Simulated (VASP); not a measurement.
# Pt (I4/mmm) in VASP: a series of runs

Runs on Pt. Level: PBEsol. Tasks: single point.

Everything below comes from runs of VASP 6.6.1. Logs are shortened: lines on timing, memory, paths and dates and some standing lists are left out, and cuts for length are marked.

## 1. The cell of the first run

The structure is tetragonal, space group I4/mmm (No. 139). Conventional cell: a = 3.008 Å, b = 3.008 Å, c = 3.318 Å, α = 90.00°, β = 90.00°, γ = 90.00°. Pt (site symmetry 4/mmm) has 14 Pt at 2.70 to 3.32 Å within 3.6 Å.

## 2. Single point, PBEsol

Input file INCAR:

```
SYSTEM = Pt
  PREC = Accurate
  ENCUT = 520
  EDIFF = 1E-7
  ISMEAR = 0
  SIGMA = 0.15
  LREAL = .FALSE.
  LASPH = .TRUE.
  NELM = 100
  ALGO = Fast
  ISIF = 2
  LWAVE = .FALSE.
  LCHARG = .FALSE.
  GGA = PS
  NBANDS = 11
```

Input file KPOINTS:

```
regular mesh
0
G
  24 24 24
  0 0 0
```

Input file POSCAR:

```
Pt
1.0
    0.0000000000      2.1269582839      1.6590274614
    2.1269582839      0.0000000000      1.6590274614
    2.1269582839      2.1269582839      0.0000000000
Pt
1
Direct
    0.0000000000      0.0000000000      0.0000000000
```

Potentials or basis: VASP PAW PBE potentials, release 64 (Pt).

The run is started by

```sh
$ cat potpaw_PBE.64/Pt/POTCAR > POTCAR
$ mpirun -np 1 vasp_std > vasp.out
```

OUTCAR:

```text
SYSTEM = Pt
   PREC = Accurate
   ENCUT = 520
   EDIFF = 1E-7
   ISMEAR = 0
   LREAL = .FALSE.
   LASPH = .TRUE.
   NELM = 100
   ISIF = 2
   GGA = PS

 ion  position               nearest neighbor table
   1  0.000  0.000  0.000-

  LATTYP: Found a body centered tetragonal cell.
 ALAT       =     3.0079732517
 C/A-ratio  =     1.1030865786

  Lattice vectors:

 A1 = (   0.0000000000,  -2.1269582839,  -1.6590274614)
 A2 = (   0.0000000000,   2.1269582839,  -1.6590274614)
 A3 = (   2.1269582839,   0.0000000000,   1.6590274614)

Analysis of symmetry for initial positions (statically):
=====================================================================
 Subroutine PRICEL returns:
 Original cell was already a primitive cell.

 Routine SETGRP: Setting up the symmetry group for a
 body centered tetragonal supercell.

 Subroutine GETGRP returns: Found 16 space group operations
 (whereof 16 operations were pure point group operations)
 out of a pool of 16 trial point group operations.

The static configuration has the point symmetry D_4h.

Analysis of symmetry for dynamics (positions and initial velocities):
=====================================================================
 Subroutine PRICEL returns:
 Original cell was already a primitive cell.

 Routine SETGRP: Setting up the symmetry group for a
 body centered tetragonal supercell.

 Subroutine GETGRP returns: Found 16 space group operations
 (whereof 16 operations were pure point group operations)
 out of a pool of 16 trial point group operations.

The dynamic configuration has the point symmetry D_4h.

 Subroutine INISYM returns: Found 16 space group operations
 (whereof 16 operations are pure point group operations),
 and found     1 'primitive' translations

----------------------------------------------------------------------------------------

                                     Primitive cell

  volume of cell :      15.0107

  direct lattice vectors                    reciprocal lattice vectors
     0.000000000  2.126958284  1.659027461    -0.235077483  0.235077483  0.301381389
     2.126958284  0.000000000  1.659027461     0.235077483 -0.235077483  0.301381389
     2.126958284  2.126958284  0.000000000     0.235077483  0.235077483 -0.301381389

  length of vectors
     2.697466155  2.697466155  3.007973252     0.448724400  0.448724400  0.448724400

  position of ions in fractional coordinates (direct lattice)
     0.000000000  0.000000000  0.000000000

  ion indices of the primitive-cell ions
   primitive index   ion index
                 1           1

----------------------------------------------------------------------------------------

 KPOINTS: regular mesh

Automatic generation of k-mesh.
 Grid dimensions read from file:
 generate k-points for:   24   24   24

 Generating k-lattice:

  Cartesian coordinates                     Fractional coordinates (reciprocal lattice)
    -0.009794895  0.009794895  0.012557558     0.041666667  0.000000000  0.000000000
     0.009794895 -0.009794895  0.012557558     0.000000000  0.041666667  0.000000000
     0.009794895  0.009794895 -0.012557558    -0.000000000 -0.000000000  0.041666667

  Length of vectors
     0.018696850  0.018696850  0.018696850

  Shift w.r.t. Gamma in fractional coordinates (k-lattice)
     0.000000000  0.000000000  0.000000000

 Subroutine IBZKPT returns following result:
 ===========================================

 Found   1063 irreducible k-points:

 Following reciprocal coordinates:
            Coordinates               Weight
  0.000000  0.000000  0.000000      1.000000
  0.041667 -0.000000  0.000000      8.000000
  0.083333  0.000000  0.000000      8.000000
  0.125000 -0.000000  0.000000      8.000000
  0.166667  0.000000  0.000000      8.000000
  0.208333  0.000000  0.000000      8.000000
[... 16 lines left out ...]
  0.416667  0.041667  0.000000      8.000000
  0.458333  0.041667  0.000000      8.000000
 [... further k-points ...]
   k-points           NKPTS =   1063   k-points in BZ     NKDIM =   1063   number of bands    NBANDS=     11
   number of dos      NEDOS =    301   number of ions     NIONS =      1
   total plane-waves  NPLWV =   9600
   dimension x,y,z NGX =    20 NGY =   20 NGZ =   24
   dimension x,y,z NGXF=    40 NGYF=   40 NGZF=   48
   ions per type =               1
   NGX,Y,Z   is equivalent  to a cutoff of  12.33, 12.33, 13.26 a.u.
   NGXF,Y,Z  is equivalent  to a cutoff of  24.65, 24.65, 26.53 a.u.
 SYSTEM =  Pt
   PREC   = accura    normal or accurate (medium, high low for compatibility)
   ISTART =      0    job   : 0-new  1-cont  2-samecut
   ICHARG =      2    charge: 1-file 2-atom 10-const
   ISPIN  =      1    spin polarized calculation?
   LNONCOLLINEAR =      F non collinear calculations
   LSORBIT =      F    spin-orbit coupling
   LASPH  =      T    aspherical Exc in radial PAW
   ENCUT  =  520.0 eV  38.22 Ry    6.18 a.u.   5.02  5.02  5.59*2*pi/ulx,y,z
   NELM   =    100;   NELMIN=  2; NELMDL= -5     # of ELM steps
   EDIFF  = 0.1E-06   stopping-criterion for ELM
   LREAL  =      F    real-space projection
   EDIFFG = 0.1E-05   stopping-criterion for IOM
   NSW    =      0    number of steps for IOM
   IBRION =     -1    ionic relax: 0-MD 1-quasi-New 2-CG
   NFREE  =      0    steps in history (QN), initial steepest desc. (CG)
   ISIF   =      2    stress and relaxation
   ISYM   =      2    0-nonsym 1-usesym 2-fastsym
   POTIM  = 0.5000    time-step for ionic-motion
   TEBEG  =    0.0;   TEEND  =   0.0 temperature during run
   PSTRESS=    0.0 pullay stress
   NELECT =      10.0000    total number of electrons
   NUPDOWN=      -1.0000    fix difference up-down
   EMIN   =  10.00;   EMAX   =-10.00  energy-range for DOS
   EFERMI =   0.00;   METHOD = LEGACY
   ISMEAR =     0;   SIGMA  =   0.15  broadening in eV -4-tet -1-fermi 0-gaus
   EFERMI_NEDOS =   21; number of points for ismear=-14 and -15
   IALGO  =     68    algorithm
   IMIX   =      4    mixing-type and parameters
     AMIX     =   0.40;   BMIX     =  1.00
     AMIX_MAG =   1.60;   BMIX_MAG =  1.00
  volume/ion in A,a.u.               =      15.01       101.30
  Fermi-wavevector in a.u.,A,eV,Ry     =   1.429797  2.701924 27.814648  2.044319
  Thomas-Fermi vector in A             =   2.549712
   LORBIT       =      0    0 simple, 1 ext, 2 COOP (PROOUT), +10 PAW based schemes
   GGA     = PS    functional components
   LHFCALC =     F    Hartree Fock is set to
   AEXX    =    0.0000 exact exchange contribution
   IVDW    =     0    specifies the selected vdW correction
   LEPSILON=     F    determine dielectric tensor
   LRPA    =     F    only Hartree local field effects (RPA)
 non-spin polarized calculation
 RMM-DIIS sequential band-by-band and
 Gauss-broadening in eV      SIGMA  =   0.15
  energy-cutoff  :      520.00
  volume of cell :       15.01
 maximum number of plane-waves:       422
   NGX = 11   NGY = 11   NGZ = 11

 number of electron      10.0000000 magnetization

 Free energy of the ion-electron system (eV)
  ---------------------------------------------------
  ext. energy  EPLUGINS =         0.00000000
  ---------------------------------------------------
  free energy    TOTEN  =        -6.87950011 eV

  energy without entropy =       -6.86689095  energy(sigma->0) =       -6.87319553

 E-fermi :  11.0011     XC(G=0): -13.6494

 val. band max:       11.0006550305   @ k =  -0.2917   0.1250   0.0833
 cond. band min:      11.0024732439   @ k =   0.3750   0.0833   0.0417
 fundamental gap:      0.0018182134
 Fermi energy:        11.0010757179

 k-point     1 :       0.0000    0.0000    0.0000
  band No.  band energies     occupation
      1       0.8479      2.00000
      2       6.9767      2.00000
      3       6.9767      2.00000
      4       7.8132      2.00000
      5       9.2533      2.00000
      6      10.2786      2.00000
      7      26.9161      0.00000
      8      28.7103      0.00000
      9      28.7103      0.00000
     10      36.4442      0.00000
     11      37.7232      0.00000

 k-point     2 :       0.0417   -0.0000    0.0000
  band No.  band energies     occupation
      1       0.9206      2.00000
      2       6.9789      2.00000
      3       6.9975      2.00000
      4       7.8223      2.00000
      5       9.2320      2.00000
      6      10.2579      2.00000
      7      27.0078      0.00000
      8      28.7193      0.00000
      9      28.8181      0.00000
     10      35.5512      0.00000
     11      38.4245      0.00000

 k-point     3 :       0.0833    0.0000    0.0000
  band No.  band energies     occupation
      1       1.1350      2.00000
      2       6.9829      2.00000
      3       7.0340      2.00000
      4       7.8771      2.00000
      5       9.1746      2.00000
      6      10.2043      2.00000
      7      27.2558      0.00000
      8      28.6856      0.00000
      9      29.1375      0.00000
     10      34.4516      0.00000
     11      37.2125      0.00000

 k-point     4 :       0.1250   -0.0000    0.0000
  band No.  band energies     occupation
      1       1.4798      2.00000
      2       6.9827      2.00000
      3       7.0246      2.00000
      4       8.0424      2.00000
      5       9.1012      2.00000
      6      10.1367      2.00000
      7      27.5713      0.00000
      8      28.4290      0.00000
      9      29.6561      0.00000
     10      33.7425      0.00000
     11      35.7615      0.00000
[... 239 lines left out ...]
 k-point    22 :       0.3750    0.0417    0.0000
  band No.  band energies     occupation
      1       3.8613      2.00000
      2       6.2560      2.00000
      3       8.3404      2.00000
      4       9.1169      2.00000
      5      10.3534      2.00000
      6      11.0805      0.45401
      7      20.5667      0.00000
      8      25.5599      0.00000
      9      29.5269      0.00000
     10      35.0070      0.00000
     11      35.5054      0.00000

 k-point    23 :       0.4167    0.0417    0.0000
  band No.  band energies     occupation
      1       3.8948      2.00000
      2       6.1538      2.00000
      3       8.9450      2.00000
      4       9.1168      2.00000
      5      10.7663      1.97315
      6      11.5512      0.00000
      7      19.0900      0.00000
      8      25.1179      0.00000
      9      28.6270      0.00000
     10      34.4389      0.00000
     11      36.4023      0.00000

 k-point    24 :       0.4583    0.0417    0.0000
  band No.  band energies     occupation
      1       3.8907      2.00000
      2       6.0876      2.00000
      3       8.9906      2.00000
      4       9.4960      2.00000
      5      11.2539      0.01716
      6      11.8650      0.00000
      7      17.9258      0.00000
      8      24.8361      0.00000
      9      28.0502      0.00000
     10      33.9831      0.00000
     11      37.1028      0.00000

 [... further k-points ...]

------------------------ aborting loop because EDIFF is reached ----------------------------------------

  FORCE on cell =-STRESS in cart. coord.  units (eV):
  Direction    XX          YY          ZZ          XY          YZ          ZX
  --------------------------------------------------------------------------------------
  -------------------------------------------------------------------------------------
  Total        0.0493798      0.0493798      0.7149347      0.0000000      0.0000000      0.0000000
  in kB        5.2705749      5.2705749     76.3089415      0.0000000      0.0000000      0.0000000
  external PRESSURE =      28.9500305 kB  Pullay stress =       0.0000000 kB

 VOLUME and BASIS-vectors are now :
 -----------------------------------------------------------------------------
  energy-cutoff  :      520.00
  volume of cell :       15.01
      direct lattice vectors                 reciprocal lattice vectors
     0.000000000  2.126958284  1.659027461    -0.235077483  0.235077483  0.301381389
     2.126958284  0.000000000  1.659027461     0.235077483 -0.235077483  0.301381389
     2.126958284  2.126958284  0.000000000     0.235077483  0.235077483 -0.301381389

 POSITION                                       TOTAL-FORCE (eV/Angst)
 -----------------------------------------------------------------------------------
      0.00000      0.00000      0.00000         0.000000      0.000000     -0.000000
 -----------------------------------------------------------------------------------
    total drift:                               -0.000000      0.000000      0.000000

  FREE ENERGIE OF THE ION-ELECTRON SYSTEM (eV)
  ---------------------------------------------------
  free  energy   TOTEN  =        -6.8795001140 eV

  energy  without entropy=       -6.8668909524  energy(sigma->0) =       -6.87319553
```

Run time: 68 s. Hardware: 1 thread of Intel Xeon 6975P-C (Granite Rapids), shared host; peak memory 0.28 GiB.

Results:

* Free energy: -6.8795 eV
* Pressure: 2.9 GPa
* Band gap on the k mesh: zero (bands 5 and 6 overlap by 2.23 eV)

Stress tensor (GPa, compression positive):
```
0.53 0.00 0.00
0.00 0.53 0.00
0.00 0.00 7.63
```

Levels at points of the mesh, in eV from the Fermi level:
| k point | band 3 | band 4 | band 5 | band 6 | band 7 | band 8 |
| --- | --- | --- | --- | --- | --- | --- |
| (0.00, 0.00, 0.00) | -4.02 | -3.19 | -1.75 | -0.72 | 15.92 | 17.71 |
| (0.50, 0.00, 0.00) | -1.97 | -0.59 | -0.19 | 0.98 | 6.40 | 13.57 |
| (0.50, 0.50, 0.00) | 0.36 | 0.64 | 0.64 | 5.77 | 8.71 | 8.71 |
| (0.50, 0.00, 0.50) | -0.59 | -0.40 | 0.46 | 1.21 | 7.28 | 12.56 |

Caveat: the PAW data sets were made with another functional, which shifts forces and pressure a little; spin-orbit coupling is left out, which moves the levels of the heavy elements.

[end of part 1 of 3]
